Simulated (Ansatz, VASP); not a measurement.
# TiAl: VASP beside Ansatz

```
Ti Al
1.0
     2.92117    0.02007   -0.00054
    -1.44320    2.55185   -0.02456
    -0.00089   -0.04678    4.81075
Ti Al
1 1
Direct
  0.99844 0.06272 0.96339
  0.33489 0.60394 0.53661
```

Change from the starting cell: all atoms moved at random, cell strained at random.

Alike in both runs: task single point; functional PBE; k mesh 14 × 14 × 8; occupations gaussian, width 0.1 eV; no spin polarisation.

|  | VASP | Ansatz |
| --- | --- | --- |
| version | VASP 6.6.1 | Ansatz 0.2.0 |
| potentials or method | VASP PAW PBE potentials, release 64 (Ti_sv, Al), cutoff 520 eV | scalar-relativistic, plane waves, PAW |
| valence electrons in the cell | 15 | 15 |

```csv
,VASP,Ansatz,Ansatz less VASP
gap on the k mesh at the Fermi level (eV),none,none,-
pressure (GPa),-1.5,-1.4,+0.08
"traceless stress, the component that is largest in VASP (GPa)",-5.04,-5.03,+0.009
rms of the force components (eV/Å),1.327,1.325,-0.0014
```

Atom by atom the forces differ by 0.002 eV/Å (rms over components). A gap of «none» marks a metal or a gap that the smearing closes.
